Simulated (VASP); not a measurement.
# Ag (Fm-3m) in VASP: further runs

Runs on Ag. Level: LDA. Tasks: relaxation of cell and atoms.

Everything below comes from runs of VASP 6.6.1. Logs are shortened: lines on timing, memory, paths and dates and some standing lists are left out, and cuts for length are marked.

### 1 The cell of the first run

It takes space group Fm-3m (No. 225, cubic). Conventional cell: a = 4.001 Å, b = 4.001 Å, c = 4.001 Å, α = 90.00°, β = 90.00°, γ = 90.00°. Ag (site symmetry m-3m) has 12 Ag at 2.83 Å within 3.7 Å.

### 2 Relaxation of cell and atoms, LDA, target pressure 7 GPa, at which the enthalpy is minimised

The input, INCAR:

```
PREC = Accurate
ENCUT = 600
EDIFF = 1E-6
ISMEAR = -1
SIGMA = 0.05
LREAL = F
LASPH = T
NELM = 60
ALGO = Normal
ISIF = 3
LWAVE = F
LCHARG = F
GGA = CA
IBRION = 2
NSW = 100
EDIFFG = -0.002
PSTRESS = 70.0
```

The input, KPOINTS:

```
regular mesh
0
Gamma
  24 24 24
```

The input, POSCAR:

```
Ag
1.0
    0.0000000000      2.0004778691      2.0004778691
    2.0004778691      0.0000000000      2.0004778691
    2.0004778691      2.0004778691      0.0000000000
Ag
1
Direct
    0.0000000000      0.0000000000      0.0000000000
```

Potentials or basis: VASP PAW LDA potentials, release 64 (Ag).

Run with:

```sh
$ cat potpaw_LDA.64/Ag/POTCAR > POTCAR
$ mpirun -np 1 vasp_std > vasp.out
```

OUTCAR:

```text
PREC = Accurate
   ENCUT = 600
   EDIFF = 1E-6
   ISMEAR = -1
   LREAL = F
   LASPH = T
   NELM = 60
   ISIF = 3
   GGA = CA
   IBRION = 2
   NSW = 100
   EDIFFG = -0.002
   PSTRESS = 70.0

 ion  position               nearest neighbor table
   1  0.000  0.000  0.000-

  LATTYP: Found a face centered cubic cell.
 ALAT       =     4.0009557382

  Lattice vectors:

 A1 = (   0.0000000000,   2.0004778691,   2.0004778691)
 A2 = (   2.0004778691,   0.0000000000,   2.0004778691)
 A3 = (   2.0004778691,   2.0004778691,   0.0000000000)

Analysis of symmetry for initial positions (statically):
=====================================================================
 Subroutine PRICEL returns:
 Original cell was already a primitive cell.

 Routine SETGRP: Setting up the symmetry group for a
 face centered cubic supercell.

 Subroutine GETGRP returns: Found 48 space group operations
 (whereof 48 operations were pure point group operations)
 out of a pool of 48 trial point group operations.

The static configuration has the point symmetry O_h .

Analysis of symmetry for dynamics (positions and initial velocities):
=====================================================================
 Subroutine PRICEL returns:
 Original cell was already a primitive cell.

 Routine SETGRP: Setting up the symmetry group for a
 face centered cubic supercell.

 Subroutine GETGRP returns: Found 48 space group operations
 (whereof 48 operations were pure point group operations)
 out of a pool of 48 trial point group operations.

The dynamic configuration has the point symmetry O_h .

 Subroutine INISYM returns: Found 48 space group operations
 (whereof 48 operations are pure point group operations),
 and found     1 'primitive' translations

----------------------------------------------------------------------------------------

                                     Primitive cell

  volume of cell :      16.0115

  direct lattice vectors                    reciprocal lattice vectors
     0.000000000  2.000477869  2.000477869    -0.249940281  0.249940281  0.249940281
     2.000477869  0.000000000  2.000477869     0.249940281 -0.249940281  0.249940281
     2.000477869  2.000477869  0.000000000     0.249940281  0.249940281 -0.249940281

  length of vectors
     2.829102934  2.829102934  2.829102934     0.432909265  0.432909265  0.432909265

  position of ions in fractional coordinates (direct lattice)
     0.000000000  0.000000000  0.000000000

  ion indices of the primitive-cell ions
   primitive index   ion index
                 1           1

----------------------------------------------------------------------------------------

 KPOINTS: regular mesh

Automatic generation of k-mesh.
 Grid dimensions read from file:
 generate k-points for:   24   24   24

 Generating k-lattice:

  Cartesian coordinates                     Fractional coordinates (reciprocal lattice)
    -0.010414178  0.010414178  0.010414178     0.041666667  0.000000000  0.000000000
     0.010414178 -0.010414178  0.010414178     0.000000000  0.041666667  0.000000000
     0.010414178  0.010414178 -0.010414178     0.000000000  0.000000000  0.041666667

  Length of vectors
     0.018037886  0.018037886  0.018037886

  Shift w.r.t. Gamma in fractional coordinates (k-lattice)
     0.000000000  0.000000000  0.000000000

 Subroutine IBZKPT returns following result:
 ===========================================

 Found    413 irreducible k-points:

 Following reciprocal coordinates:
            Coordinates               Weight
  0.000000  0.000000  0.000000      1.000000
  0.041667  0.000000  0.000000      8.000000
  0.083333  0.000000  0.000000      8.000000
  0.125000  0.000000  0.000000      8.000000
  0.166667  0.000000  0.000000      8.000000
  0.208333  0.000000  0.000000      8.000000
[... 16 lines left out ...]
  0.416667  0.041667  0.000000     24.000000
  0.458333  0.041667  0.000000     24.000000
 [... further k-points ...]
   k-points           NKPTS =    413   k-points in BZ     NKDIM =    413   number of bands    NBANDS=      9
   number of dos      NEDOS =    301   number of ions     NIONS =      1
   total plane-waves  NPLWV =  13824
   dimension x,y,z NGX =    24 NGY =   24 NGZ =   24
   dimension x,y,z NGXF=    48 NGYF=   48 NGZF=   48
   ions per type =               1
   NGX,Y,Z   is equivalent  to a cutoff of  14.10, 14.10, 14.10 a.u.
   NGXF,Y,Z  is equivalent  to a cutoff of  28.21, 28.21, 28.21 a.u.
 SYSTEM =  unknown system
   PREC   = accura    normal or accurate (medium, high low for compatibility)
   ISTART =      0    job   : 0-new  1-cont  2-samecut
   ICHARG =      2    charge: 1-file 2-atom 10-const
   ISPIN  =      1    spin polarized calculation?
   LNONCOLLINEAR =      F non collinear calculations
   LSORBIT =      F    spin-orbit coupling
   LASPH  =      T    aspherical Exc in radial PAW
   ENCUT  =  600.0 eV  44.10 Ry    6.64 a.u.   5.65  5.65  5.65*2*pi/ulx,y,z
   NELM   =     60;   NELMIN=  2; NELMDL= -5     # of ELM steps
   EDIFF  = 0.1E-05   stopping-criterion for ELM
   LREAL  =      F    real-space projection
   EDIFFG = -.2E-02   stopping-criterion for IOM
   NSW    =    100    number of steps for IOM
   IBRION =      2    ionic relax: 0-MD 1-quasi-New 2-CG
   NFREE  =      1    steps in history (QN), initial steepest desc. (CG)
   ISIF   =      3    stress and relaxation
   ISYM   =      2    0-nonsym 1-usesym 2-fastsym
   POTIM  = 0.5000    time-step for ionic-motion
   TEBEG  =    0.0;   TEEND  =   0.0 temperature during run
   PSTRESS=   70.0 pullay stress
   NELECT =      11.0000    total number of electrons
   NUPDOWN=      -1.0000    fix difference up-down
   EMIN   =  10.00;   EMAX   =-10.00  energy-range for DOS
   EFERMI =   0.00;   METHOD = LEGACY
   ISMEAR =    -1;   SIGMA  =   0.05  broadening in eV -4-tet -1-fermi 0-gaus
   EFERMI_NEDOS =   21; number of points for ismear=-14 and -15
   IALGO  =     38    algorithm
   IMIX   =      4    mixing-type and parameters
     AMIX     =   0.40;   BMIX     =  1.00
     AMIX_MAG =   1.60;   BMIX_MAG =  1.00
  volume/ion in A,a.u.               =      16.01       108.05
  Fermi-wavevector in a.u.,A,eV,Ry     =   1.444537  2.729779 28.391099  2.086687
  Thomas-Fermi vector in A             =   2.562821
   LORBIT       =      0    0 simple, 1 ext, 2 COOP (PROOUT), +10 PAW based schemes
   GGA     = CA    functional components
   LHFCALC =     F    Hartree Fock is set to
   AEXX    =    0.0000 exact exchange contribution
   IVDW    =     0    specifies the selected vdW correction
   LEPSILON=     F    determine dielectric tensor
   LRPA    =     F    only Hartree local field effects (RPA)
 conjugate gradient relaxation of ions
 non-spin polarized calculation
  energy-cutoff  :      600.00
  volume of cell :       16.01
 maximum number of plane-waves:       548
   NGX = 11   NGY = 11   NGZ = 11

--------------------------------------- Ionic step        1  -------------------------------------------

 number of electron      11.0000002 magnetization

 Free energy of the ion-electron system (eV)
  ---------------------------------------------------
  ext. energy  EPLUGINS =         0.00000000
  ---------------------------------------------------
  free energy    TOTEN  =        -3.78452350 eV

  energy without entropy =       -3.78293970  energy(sigma->0) =       -3.78373160

------------------------ aborting loop because EDIFF is reached ----------------------------------------

  FORCE on cell =-STRESS in cart. coord.  units (eV):
  Direction    XX          YY          ZZ          XY          YZ          ZX
  --------------------------------------------------------------------------------------
  -------------------------------------------------------------------------------------
  Total        0.0106689      0.0106689      0.0106689      0.0000000      0.0000000      0.0000000
  in kB        1.0675770      1.0675770      1.0675770      0.0000000      0.0000000      0.0000000
  external PRESSURE =     -68.9324230 kB  Pullay stress =      70.0000000 kB
[... 22 lines left out ...]
  enthalpy is  TOTEN    =        -3.0849735830 eV   P V=        0.6995499131

--------------------------------------- Ionic step        2  -------------------------------------------

 number of electron      11.0000002 magnetization

 E-fermi :  10.7760     XC(G=0): -13.5754

 val. band max:       10.7294641959   @ k =   0.4583   0.2500   0.0000
 cond. band min:      10.7772812935   @ k =   0.5000   0.1667   0.0417
 fundamental gap:      0.0478170976
 Fermi energy:        10.7759657449

 k-point     1 :       0.0000    0.0000    0.0000
  band No.  band energies     occupation
      1       1.5646      2.00000
      2       5.2333      2.00000
      3       5.2333      2.00000
      4       5.2333      2.00000
      5       6.6388      2.00000
      6       6.6388      2.00000
      7      26.9393      0.00000
      8      31.4388      0.00000
      9      31.4388      0.00000
[... 495 lines left out ...]
  enthalpy is  TOTEN    =        -3.1003539588 eV   P V=        0.6697057207

--------------------------------------- Ionic step        8  -------------------------------------------

 number of electron      10.9999999 magnetization

 Free energy of the ion-electron system (eV)
  ---------------------------------------------------
  ext. energy  EPLUGINS =         0.00000000
  ---------------------------------------------------
  free energy    TOTEN  =        -3.77009201 eV

  energy without entropy =       -3.76860300  energy(sigma->0) =       -3.76934750

 E-fermi :   9.7900     XC(G=0): -13.2203

 val. band max:        9.7324109908   @ k =   0.4583   0.2500   0.0000
 cond. band min:       9.8090369764   @ k =   0.5000   0.1667   0.0417
 fundamental gap:      0.0766259856
 Fermi energy:         9.7899625227

 k-point     1 :       0.0000    0.0000    0.0000
  band No.  band energies     occupation
      1       1.0912      2.00000
      2       4.5431      2.00000
      3       4.5431      2.00000
      4       4.5431      2.00000
      5       5.8142      2.00000
      6       5.8142      2.00000
      7      25.9361      0.00000
      8      30.0819      0.00000
      9      30.0819      0.00000
[... 304 lines left out ...]
  FREE ENERGIE OF THE ION-ELECTRON SYSTEM (eV)
  ---------------------------------------------------
  free  energy   TOTEN  =        -3.7700920055 eV

  energy  without entropy=       -3.7686030000  energy(sigma->0) =       -3.76934750

  enthalpy is  TOTEN    =        -3.1003539394 eV   P V=        0.6697380661

 reached required accuracy - stopping structural energy minimisation
```

Wall time 1.9 min (1 thread of AMD EPYC 9R45 (Zen 5), shared host); peak memory 0.17 GiB.

Results:

```
Free energy                                                : -3.7701 eV
Relaxed volume                                             : 15.33 Å³/atom
Relaxed cell                                               : a = 2.788 Å, b = 2.788 Å, c = 2.788 Å, α = 60.00°, β = 60.00°, γ = 60.00°
Space group after relaxing (to 0.1 Å)                      : Fm-3m (No. 225)
Energy change on relaxing (the run minimises the enthalpy) : +14.4 meV/atom
Ionic steps                                                : 8
Pressure after relaxing                                    : 7.0 GPa
Band gap on the k mesh                                     : zero (an odd number of electrons rules out a gap without spin polarisation)
```

Step by step:
```csv
step,energy change (eV),largest force (eV/Å),pressure (GPa),volume (Å³)
1,0.0000,0.0000,0.11,16.01
2,0.0824,0.0000,18.98,14.47
3,0.0141,0.0000,6.89,15.34
4,0.0146,0.0000,7.03,15.32
5,0.0144,0.0000,6.97,15.33
6,0.0145,0.0000,7.03,15.33
7,0.0145,0.0000,7.03,15.33
8,0.0144,0.0000,7.01,15.33
```

Final structure:
```
Ag
1.0
     0.00000    1.97165    1.97165
     1.97165    0.00000    1.97165
     1.97165    1.97165    0.00000
Ag
1
Cartesian
  0.0000 0.0000 0.0000
```

Caveat: the cell is relaxed towards a set pressure, so the run minimises the enthalpy, not the energy.

### 3 Relaxation of cell and atoms, LDA, target pressure 10 GPa, at which the enthalpy is minimised

The input, INCAR:

```
PREC = Accurate
ENCUT = 600
EDIFF = 1E-6
ISMEAR = -1
SIGMA = 0.05
LREAL = False
LASPH = True
NELM = 60
ALGO = Normal
ISIF = 3
LWAVE = False
LCHARG = False
GGA = CA
IBRION = 2
NSW = 100
EDIFFG = -0.002
PSTRESS = 100.0
```

KPOINTS is that of step 2.

POSCAR is that of step 2.

Potentials or basis: VASP PAW LDA potentials, release 64 (Ag).

Run with:

```sh
$ cat potpaw_LDA.64/Ag/POTCAR > POTCAR
$ mpirun -np 1 vasp_std > vasp.out
```

It took 2.1 min on 1 thread of AMD EPYC 9R45 (Zen 5), shared host; peak memory 0.18 GiB.

It converged, with:

```yaml
Free_energy: -3.7571 eV
Relaxed_volume: 15.08 Å³/atom
Relaxed_cell: a = 2.773 Å, b = 2.773 Å, c = 2.773 Å, α = 60.00°, β = 60.00°, γ = 60.00°
Space_group_after_relaxing_to_0.1_Å: Fm-3m (No. 225)
Energy_change_on_relaxing_the_run_minimises_the_enthalpy: +27.5 meV/atom
Ionic_steps: 7
Pressure_after_relaxing: 10.0 GPa
Band_gap_on_the_k_mesh: zero (an odd number of electrons rules out a gap without spin polarisation)
```

Step by step:
```csv
step,energy change (eV),largest force (eV/Å),pressure (GPa),volume (Å³)
1,0.0000,0.0000,0.11,16.01
2,0.1811,0.0000,31.04,13.83
3,0.0262,0.0000,9.73,15.10
4,0.0273,0.0000,9.96,15.09
5,0.0285,0.0000,10.19,15.07
6,0.0263,0.0000,9.77,15.10
7,0.0275,0.0000,9.99,15.08
```

Final structure:
```yaml
crystal:
  lattice:
    - [0.00000, 1.96103, 1.96103]
    - [1.96103, 0.00000, 1.96103]
    - [1.96103, 1.96103, 0.00000]
  atoms:
    - { symbol: Ag, position: [0.00000, 0.00000, 0.00000] }
```

Levels at points of the mesh, in eV from the Fermi level:
| k point | band 4 | band 5 | band 6 | band 7 | band 8 | band 9 |
| --- | --- | --- | --- | --- | --- | --- |
| (0.00, 0.00, 0.00) | -5.33 | -4.02 | -4.02 | 16.16 | 20.40 | 20.40 |
| (0.50, 0.00, 0.00) | -3.02 | -3.02 | -0.85 | 4.26 | 15.43 | 18.93 |
| (0.50, 0.50, 0.00) | -2.76 | -2.76 | 1.36 | 7.69 | 11.12 | 11.12 |

Caveat: the cell is relaxed towards a set pressure, so the run minimises the enthalpy, not the energy.

### 4 Relaxation of cell and atoms, LDA, target pressure 15 GPa, at which the enthalpy is minimised

The input, INCAR:

```
SYSTEM = Ag
ALGO     = Normal         ! electronic algorithm
EDIFF    = 1E-6           ! SCF threshold, eV
EDIFFG   = -0.002         ! ionic threshold
ENCUT    = 600            ! plane-wave cutoff, eV
IBRION   = 2              ! ionic algorithm
ISIF     = 3              ! what is computed and relaxed
ISMEAR   = -1             ! smearing method
LASPH    = .True.         ! aspherical terms in the spheres
LCHARG   = .False.        ! write CHGCAR
LREAL    = .False.        ! projectors in reciprocal space
LWAVE    = .False.        ! write WAVECAR
NELM     = 80             ! most SCF steps
NSW      = 100            ! ionic steps
PREC     = Accurate       ! precision mode
PSTRESS  = 150.0        
SIGMA    = 0.05           ! smearing width, eV
```

The input, KPOINTS:

```
k-points
0
Gamma
  24 24 24
  0 0 0
```

POSCAR is that of step 3.

Run with:

```sh
$ cat potpaw_LDA.64/Ag/POTCAR > POTCAR
$ mpirun -np 1 vasp_std > vasp.out
```

It took 2.2 min on 1 thread of AMD EPYC 9R45 (Zen 5), shared host; peak memory 0.18 GiB.

Results (log left out):

| Item | Value |
| --- | --- |
| Free energy | -3.7290 eV |
| Relaxed volume | 14.72 Å³/atom |
| Relaxed cell | a = 2.751 Å, b = 2.751 Å, c = 2.751 Å, α = 60.00°, β = 60.00°, γ = 60.00° |
| Space group after relaxing (to 0.1 Å) | Fm-3m (No. 225) |
| Energy change on relaxing (the run minimises the enthalpy) | +55.5 meV/atom |
| Ionic steps | 7 |
| Pressure after relaxing | 15.0 GPa |
| Band gap on the k mesh | zero (an odd number of electrons rules out a gap without spin polarisation) |

Step by step:
```tsv
step	energy change (eV)	largest force (eV/Å)	pressure (GPa)	volume (Å³)
1	0.0000	0.0000	0.11	16.01
2	0.4604	0.0000	58.35	12.80
3	0.0510	0.0000	14.25	14.77
4	0.0547	0.0000	14.84	14.73
5	0.0570	0.0000	15.22	14.71
6	0.0535	0.0000	14.69	14.74
7	0.0555	0.0000	14.99	14.72
```

Final structure:
```xyz
1
Lattice="0.0000 1.9452 1.9452 1.9452 0.0000 1.9452 1.9452 1.9452 0.0000" Properties=species:S:1:pos:R:3 pbc="T T T"
Ag    0.0000    0.0000    0.0000
```

Levels at points of the mesh, in eV from the Fermi level:
| k point | band 3 | band 4 | band 5 | band 6 | band 7 | band 8 | band 9 |
| --- | --- | --- | --- | --- | --- | --- | --- |
| (0.00, 0.00, 0.00) | -5.45 | -5.45 | -4.09 | -4.09 | 16.16 | 20.56 | 20.56 |
| (0.50, 0.00, 0.00) | -5.48 | -3.05 | -3.05 | -0.93 | 4.40 | 15.44 | 19.16 |
| (0.50, 0.50, 0.00) | -3.08 | -2.78 | -2.78 | 1.33 | 7.89 | 11.23 | 11.23 |

Caveat: the cell is relaxed towards a set pressure, so the run minimises the enthalpy, not the energy.

### 5 Relaxation of cell and atoms, LDA

This run uses another cell than the first one, of 17.05 Å³/atom.

The input, INCAR:

```
  PREC = Accurate
  ENCUT = 600
  EDIFF = 1E-7
  ISMEAR = -1
  SIGMA = 0.05
  LREAL = False
  LASPH = True
  NELM = 60
  ALGO = Normal
  ISIF = 3
  LWAVE = False
  LCHARG = False
  IBRION = 2
  NSW = 100
  EDIFFG = -0.002
```

The input, KPOINTS:

```
regular mesh
0
Gamma
  24 24 24
```

The input, POSCAR:

```
Ag
1.0
    0.0000000000      2.0427500000      2.0427500000
    2.0427500000      0.0000000000      2.0427500000
    2.0427500000      2.0427500000      0.0000000000
Ag
1
Direct
    0.0000000000      0.0000000000      0.0000000000
```

Run with:

```sh
$ cat potpaw_LDA.64/Ag/POTCAR > POTCAR
$ mpirun -np 1 vasp_std > vasp.out
```

Run time: 2 min. Hardware: 1 thread of AMD EPYC 9R45 (Zen 5), shared host; peak memory 0.18 GiB.

Results (log left out):

| Item | Value |
| --- | --- |
| Free energy | -3.7850 eV |
| Relaxed volume | 16.03 Å³/atom |
| Relaxed cell | a = 2.830 Å, b = 2.830 Å, c = 2.830 Å, α = 60.00°, β = 60.00°, γ = 60.00° |
| Space group after relaxing (to 0.1 Å) | Fm-3m (No. 225) |
| Energy gained by relaxing | 24.5 meV/atom |
| Ionic steps | 6 |
| Pressure after relaxing | 0.0 GPa |
| Band gap on the k mesh | zero (an odd number of electrons rules out a gap without spin polarisation) |

The path:
```tsv
step	energy change (eV)	largest force (eV/Å)	pressure (GPa)	volume (Å³)
1	0.0000	0.0000	-7.18	17.05
2	-0.0052	0.0000	8.19	15.23
3	-0.0245	0.0000	-0.07	16.04
4	-0.0245	0.0000	0.10	16.02
5	-0.0245	0.0000	-0.07	16.04
6	-0.0245	0.0000	0.00	16.03
```

Final structure:
```xyz
1
Lattice="0.0000 2.0012 2.0012 2.0012 0.0000 2.0012 2.0012 2.0012 0.0000" Properties=species:S:1:pos:R:3 pbc="T T T"
Ag    2.0012    2.0012    0.0000
```

Levels at points of the mesh, in eV from the Fermi level:
```csv
k point,band 2,band 3,band 4,band 5,band 6,band 7,band 8,band 9
"(0.00, 0.00, 0.00)",-5.04,-5.04,-5.04,-3.87,-3.87,16.10,19.98,19.98
"(0.50, 0.00, 0.00)",-5.07,-5.07,-2.97,-2.97,-0.64,3.90,15.37,18.33
"(0.50, 0.50, 0.00)",-6.72,-3.00,-2.74,-2.74,1.45,7.18,10.84,10.84
```

LDA usually gives volumes a few per cent too small. Zero-point motion and thermal expansion aren't in these numbers.

### 6 Overview

| cell | gap on the mesh (eV) | pressure (GPa) |
| --- | --- | --- |
| relaxed to 7 GPa from a = 2.829 Å, angles 60.0°, 1 atom | none | 7.0 |
| relaxed to 10 GPa from a = 2.829 Å, angles 60.0°, 1 atom | none | 10.0 |
| relaxed to 15 GPa from a = 2.829 Å, angles 60.0°, 1 atom | none | 15.0 |
| relaxed from a = 2.889 Å, angles 60.0°, 1 atom | none | 0.0 |

Alike in all rows: task relaxation of cell and atoms; level LDA; potentials or basis VASP PAW LDA potentials, release 64 (Ag); no spin polarisation; k mesh 24 × 24 × 24; cutoff (eV) 600; smearing fermi-dirac 0.05 eV.

Caveats: the cell is relaxed towards a set pressure, so the run minimises the enthalpy, not the energy (at least some runs).

Total energies depend on the potentials used, so only differences within one code and one set of settings carry meaning.
